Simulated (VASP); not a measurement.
# Pd12S in VASP: single point with LDA

Aim: the single point of Pd12S with LDA.

Program: VASP 6.6.1. These are calculated values, not measurements. Logs are shortened: lines on timing, memory, paths and dates and some standing lists are left out, and cuts for length are marked.

## (1) The cell of the first run

The cell holds a slab with vacuum, 13 atoms: a = 5.429 Å, b = 5.429 Å, c = 19.933 Å, α = 90.00°, β = 90.00°, γ = 120.00°.

## (2) Single point, LDA

INCAR reads:

```
PREC     = Accurate       # precision mode
ENCUT    = 520            # plane-wave cutoff, eV
EDIFF    = 1E-7           # SCF threshold, eV
ISMEAR   = 0              # smearing method
SIGMA    = 0.1            # smearing width, eV
LREAL    = False          # projectors in reciprocal space
LASPH    = True           # aspherical terms in the spheres
NELM     = 80             # most SCF steps
ALGO     = Normal         # electronic algorithm
ISIF     = 2              # what is computed and relaxed
LWAVE    = False          # write WAVECAR
LCHARG   = False          # write CHGCAR
LDIPOL   = True         
IDIPOL   = 3            
DIPOL    = 0.5 0.5 0.327
NBANDS   = 75             # bands
```

KPOINTS reads:

```
regular mesh
0
Gamma
  6 6 1
```

POSCAR reads:

```
Pd12S
1.0
    5.4294429595      0.0000000000      0.0000000000
   -2.7147214798      4.7020355314      0.0000000000
    0.0000000000      0.0000000000     19.9331216116
Pd S
12 1
Direct
    0.3333333333      0.1666666667      0.2006710277
    0.3333333333      0.6666666667      0.2006710277
    0.8333333333      0.1666666667      0.2006710277
    0.8333333333      0.6666666667      0.2006710277
    0.1666666667      0.3333333333      0.3118709115
    0.1666666667      0.8333333333      0.3118709115
    0.6666666667      0.3333333333      0.3118709115
    0.6666666667      0.8333333333      0.3118709115
    0.0000000000      0.0000000000      0.4230707952
    0.0000000000      0.5000000000      0.4230707952
    0.5000000000      0.0000000000      0.4230707952
    0.5000000000      0.5000000000      0.4230707952
    0.0833333333      0.3333333333      0.5080460824
```

Potentials or basis: VASP PAW LDA potentials, release 64 (Pd, S).

Run with:

```bash
> cat potpaw_LDA.64/Pd/POTCAR potpaw_LDA.64/S/POTCAR > POTCAR
> mpirun -np 1 vasp_std > vasp.out
```

OUTCAR:

```text
PREC = Accurate
   ENCUT = 520
   EDIFF = 1E-7
   ISMEAR = 0
   LREAL = False
   LASPH = True
   NELM = 80
   ISIF = 2

 ion  position               nearest neighbor table
   1  0.333  0.167  0.201-   3 2.71   3 2.71   4 2.71   4 2.71   2 2.71   2 2.71   5 2.71   7 2.71
                             6 2.71
   2  0.333  0.667  0.201-   4 2.71   4 2.71   3 2.71   3 2.71   1 2.71   1 2.71   6 2.71   8 2.71
                             5 2.71
   3  0.833  0.167  0.201-   1 2.71   1 2.71   2 2.71   2 2.71   4 2.71   4 2.71   7 2.71   5 2.71
                             8 2.71
   4  0.833  0.667  0.201-   2 2.71   2 2.71   1 2.71   1 2.71   3 2.71   3 2.71   8 2.71   6 2.71
                             7 2.71
   5  0.167  0.333  0.312-  12 2.71   9 2.71  10 2.71   7 2.71   7 2.71   8 2.71   8 2.71   6 2.71
                             6 2.71   1 2.71   3 2.71   2 2.71
   6  0.167  0.833  0.312-  11 2.71  10 2.71   9 2.71   8 2.71   8 2.71   7 2.71   7 2.71   5 2.71
                             5 2.71   2 2.71   4 2.71   1 2.71
   7  0.667  0.333  0.312-  10 2.71  11 2.71  12 2.71   5 2.71   5 2.71   6 2.71   6 2.71   8 2.71
                             8 2.71   3 2.71   1 2.71   4 2.71
   8  0.667  0.833  0.312-   9 2.71  12 2.71  11 2.71   6 2.71   6 2.71   5 2.71   5 2.71   7 2.71
                             7 2.71   4 2.71   2 2.71   3 2.71
   9  0.000  0.000  0.423-  13 2.35   8 2.71   5 2.71   6 2.71  11 2.71  11 2.71  12 2.71  12 2.71
                            10 2.71  10 2.71
  10  0.000  0.500  0.423-  13 2.07   7 2.71   6 2.71   5 2.71  12 2.71  12 2.71  11 2.71  11 2.71
                             9 2.71   9 2.71
  11  0.500  0.000  0.423-   6 2.71   7 2.71   8 2.71   9 2.71   9 2.71  10 2.71  10 2.71  12 2.71
                            12 2.71
  12  0.500  0.500  0.423-  13 2.60   5 2.71   8 2.71   7 2.71  10 2.71  10 2.71   9 2.71   9 2.71
                            11 2.71  11 2.71
  13  0.083  0.333  0.508-  10 2.07   9 2.35  12 2.60

  LATTYP: Found a hexagonal cell.
 ALAT       =     5.4294429595
 C/A-ratio  =     3.6713014135

  Lattice vectors:

 A1 = (   5.4294429595,   0.0000000000,   0.0000000000)
 A2 = (  -2.7147214798,   4.7020355314,   0.0000000000)
 A3 = (   0.0000000000,   0.0000000000,  19.9331216116)

Analysis of symmetry for initial positions (statically):
=====================================================================
 Subroutine PRICEL returns:
 Original cell was already a primitive cell.

 Routine SETGRP: Setting up the symmetry group for a
 hexagonal supercell.

 Subroutine GETGRP returns: Found  1 space group operations
 (whereof  1 operations were pure point group operations)
 out of a pool of 24 trial point group operations.

The static configuration has the point symmetry C_1 .

Analysis of symmetry for dynamics (positions and initial velocities):
=====================================================================
 Subroutine PRICEL returns:
 Original cell was already a primitive cell.

 Routine SETGRP: Setting up the symmetry group for a
 hexagonal supercell.

 Subroutine GETGRP returns: Found  1 space group operations
 (whereof  1 operations were pure point group operations)
 out of a pool of 24 trial point group operations.

The dynamic configuration has the point symmetry C_1 .

 Subroutine INISYM returns: Found  1 space group operations
 (whereof  1 operations are pure point group operations),
 and found     1 'primitive' translations

----------------------------------------------------------------------------------------

                                     Primitive cell

  volume of cell :     508.8813

  direct lattice vectors                    reciprocal lattice vectors
     5.429442960  0.000000000  0.000000000     0.184180957  0.106336925  0.000000000
    -2.714721480  4.702035531  0.000000000     0.000000000  0.212673850  0.000000000
     0.000000000  0.000000000 19.933121612     0.000000000  0.000000000  0.050167757

  length of vectors
     5.429442960  5.429442960 19.933121612     0.212673850  0.212673850  0.050167757

  position of ions in fractional coordinates (direct lattice)
     0.333333333  0.166666667  0.200671028
     0.333333333  0.666666667  0.200671028
     0.833333333  0.166666667  0.200671028
     0.833333333  0.666666667  0.200671028
     0.166666667  0.333333333  0.311870912
     0.166666667  0.833333333  0.311870912
     0.666666667  0.333333333  0.311870912
     0.666666667  0.833333333  0.311870912
     0.000000000  0.000000000  0.423070795
     0.000000000  0.500000000  0.423070795
     0.500000000  0.000000000  0.423070795
     0.500000000  0.500000000  0.423070795
     0.083333333  0.333333333  0.508046082

[... 44 lines left out ...]
  0.000000  0.000000  0.000000      1.000000
  0.166667  0.000000  0.000000      2.000000
  0.000000  0.166667  0.000000      2.000000
 -0.166667  0.166667  0.000000      2.000000
  0.333333  0.000000  0.000000      2.000000
  0.000000  0.333333  0.000000      2.000000
[... 12 lines left out ...]
  0.500000 -0.166667  0.000000      2.000000
  0.333333  0.333333  0.000000      2.000000
   k-points           NKPTS =     20   k-points in BZ     NKDIM =     20   number of bands    NBANDS=     75
   number of dos      NEDOS =    301   number of ions     NIONS =     13
   total plane-waves  NPLWV = 240000
   dimension x,y,z NGX =    40 NGY =   40 NGZ =  150
   dimension x,y,z NGXF=    80 NGYF=   80 NGZF=  300
   ions per type =              12   1
   NGX,Y,Z   is equivalent  to a cutoff of  12.25, 12.25, 12.51 a.u.
   NGXF,Y,Z  is equivalent  to a cutoff of  24.50, 24.50, 25.02 a.u.
 SYSTEM =  unknown system
   PREC   = accura    normal or accurate (medium, high low for compatibility)
   ISTART =      0    job   : 0-new  1-cont  2-samecut
   ICHARG =      2    charge: 1-file 2-atom 10-const
   ISPIN  =      1    spin polarized calculation?
   LNONCOLLINEAR =      F non collinear calculations
   LSORBIT =      F    spin-orbit coupling
   LASPH  =      T    aspherical Exc in radial PAW
   ENCUT  =  520.0 eV  38.22 Ry    6.18 a.u.  10.10 10.10 37.06*2*pi/ulx,y,z
   NELM   =     80;   NELMIN=  2; NELMDL= -5     # of ELM steps
   EDIFF  = 0.1E-06   stopping-criterion for ELM
   LREAL  =      F    real-space projection
   EDIFFG = 0.1E-05   stopping-criterion for IOM
   NSW    =      0    number of steps for IOM
   IBRION =     -1    ionic relax: 0-MD 1-quasi-New 2-CG
   NFREE  =      0    steps in history (QN), initial steepest desc. (CG)
   ISIF   =      2    stress and relaxation
   ISYM   =      2    0-nonsym 1-usesym 2-fastsym
   POTIM  = 0.5000    time-step for ionic-motion
   TEBEG  =    0.0;   TEEND  =   0.0 temperature during run
   PSTRESS=    0.0 pullay stress
   NELECT =     126.0000    total number of electrons
   NUPDOWN=      -1.0000    fix difference up-down
   EMIN   =  10.00;   EMAX   =-10.00  energy-range for DOS
   EFERMI =   0.00;   METHOD = LEGACY
   ISMEAR =     0;   SIGMA  =   0.10  broadening in eV -4-tet -1-fermi 0-gaus
   EFERMI_NEDOS =   21; number of points for ismear=-14 and -15
   IALGO  =     38    algorithm
   IMIX   =      4    mixing-type and parameters
     AMIX     =   0.40;   BMIX     =  1.00
     AMIX_MAG =   1.60;   BMIX_MAG =  1.00
  volume/ion in A,a.u.               =      39.14       264.16
  Fermi-wavevector in a.u.,A,eV,Ry     =   1.027999  1.942637 14.378401  1.056783
  Thomas-Fermi vector in A             =   2.161973
   LORBIT       =      0    0 simple, 1 ext, 2 COOP (PROOUT), +10 PAW based schemes
   GGA     = CA    functional components
   LHFCALC =     F    Hartree Fock is set to
   AEXX    =    0.0000 exact exchange contribution
   IVDW    =     0    specifies the selected vdW correction
   LEPSILON=     F    determine dielectric tensor
   LRPA    =     F    only Hartree local field effects (RPA)
 non-spin polarized calculation
 Gauss-broadening in eV      SIGMA  =   0.10
  energy-cutoff  :      520.00
  volume of cell :      508.88
 maximum number of plane-waves:     13752
   NGX = 21   NGY = 21   NGZ = 75

 dipolmoment           0.000000      0.000000      0.698343 electrons x Angstroem

 number of electron     126.0000002 magnetization

 dipolmoment           0.000000      0.000000     -0.015214 electrons x Angstroem

 Free energy of the ion-electron system (eV)
  ---------------------------------------------------
  ext. energy  EPLUGINS =         0.00000000
  ---------------------------------------------------
  free energy    TOTEN  =       -78.22851877 eV

  energy without entropy =      -78.09937292  energy(sigma->0) =      -78.16394584

 E-fermi :   0.0786     XC(G=0):  -5.8604

 val. band max:        0.0764078763   @ k =  -0.3333   0.1667   0.0000
 cond. band min:       0.0885795536   @ k =   0.1667   0.0000   0.0000
 fundamental gap:      0.0121716773
 Fermi energy:         0.0786097224

 k-point     1 :       0.0000    0.0000    0.0000
  band No.  band energies     occupation
      1     -13.1542      2.00000
      2      -6.6764      2.00000
      3      -5.9509      2.00000
      4      -5.6928      2.00000
      5      -5.5074      2.00000
      6      -5.3384      2.00000
[... 1549 lines left out ...]
     74       5.7726      0.00000
     75       5.8803      0.00000

------------------------ aborting loop because EDIFF is reached ----------------------------------------

 vacuum level on the upper side and lower side of the slab       (xc-potential included)        -0.084         0.031

  FORCE on cell =-STRESS in cart. coord.  units (eV):
  Direction    XX          YY          ZZ          XY          YZ          ZX
  --------------------------------------------------------------------------------------
  -------------------------------------------------------------------------------------
  Total       -8.0548491     -7.8085429      1.2350632     -1.3295628     -1.8371386      2.7148174
  in kB      -25.3601312    -24.5846530      3.8885105     -4.1860359     -5.7841028      8.5474133
  external PRESSURE =     -15.3520912 kB  Pullay stress =       0.0000000 kB

 VOLUME and BASIS-vectors are now :
 -----------------------------------------------------------------------------
  energy-cutoff  :      520.00
  volume of cell :      508.88
      direct lattice vectors                 reciprocal lattice vectors
     5.429442960  0.000000000  0.000000000     0.184180957  0.106336925  0.000000000
    -2.714721480  4.702035531  0.000000000     0.000000000  0.212673850  0.000000000
     0.000000000  0.000000000 19.933121612     0.000000000  0.000000000  0.050167757

 POSITION                                       TOTAL-FORCE (eV/Angst)
 -----------------------------------------------------------------------------------
      1.35736      0.78367      4.00000        -0.026257      0.030251     -0.112384
     -0.00000      3.13469      4.00000         0.005770     -0.021662     -0.096789
      4.07208      0.78367      4.00000         0.008395      0.000186     -0.074736
      2.71472      3.13469      4.00000         0.002196     -0.006285      0.048554
      0.00000      1.56735      6.21656        -0.001717      0.004518     -0.402848
     -1.35736      3.91836      6.21656        -0.014327     -0.015930      0.216820
      2.71472      1.56735      6.21656         0.010793      0.030653      0.085387
      1.35736      3.91836      6.21656         0.030066     -0.022803      0.014831
      0.00000      0.00000      8.43312         0.005130      0.150276      0.783931
     -1.35736      2.35102      8.43312        -1.233126      1.086198     -1.253845
      2.71472      0.00000      8.43312        -0.007792      0.021874     -0.060300
      1.35736      2.35102      8.43312        -0.388296     -0.174696      0.793349
     -0.45245      1.56735     10.12694         1.609166     -1.082580      0.058030
 -----------------------------------------------------------------------------------
    total drift:                               -0.000050      0.000008     -0.000041

  FREE ENERGIE OF THE ION-ELECTRON SYSTEM (eV)
  ---------------------------------------------------
  free  energy   TOTEN  =       -78.2285187651 eV

  energy  without entropy=      -78.0993729193  energy(sigma->0) =      -78.16394584

 vacuum level on the upper side and lower side of the slab         5.641         5.754
```

Wall time 21 min (1 thread of AMD EPYC 9R45 (Zen 5), shared host); peak memory 0.71 GiB.

Results:

* Free energy: -78.2285 eV
* Largest force: 2.067 eV/Å
* Band gap on the k mesh: zero (bands 63 and 64 overlap by 0.59 eV)

Forces on the atoms (eV/Å):
```
Pd  -0.026  0.030 -0.112
Pd   0.006 -0.022 -0.097
Pd   0.008  0.000 -0.075
Pd   0.002 -0.006  0.049
Pd  -0.002  0.005 -0.403
Pd  -0.014 -0.016  0.217
Pd   0.011  0.031  0.085
Pd   0.030 -0.023  0.015
Pd   0.005  0.150  0.784
Pd  -1.233  1.086 -1.254
Pd  -0.008  0.022 -0.060
Pd  -0.388 -0.175  0.793
S    1.609 -1.083  0.058
```
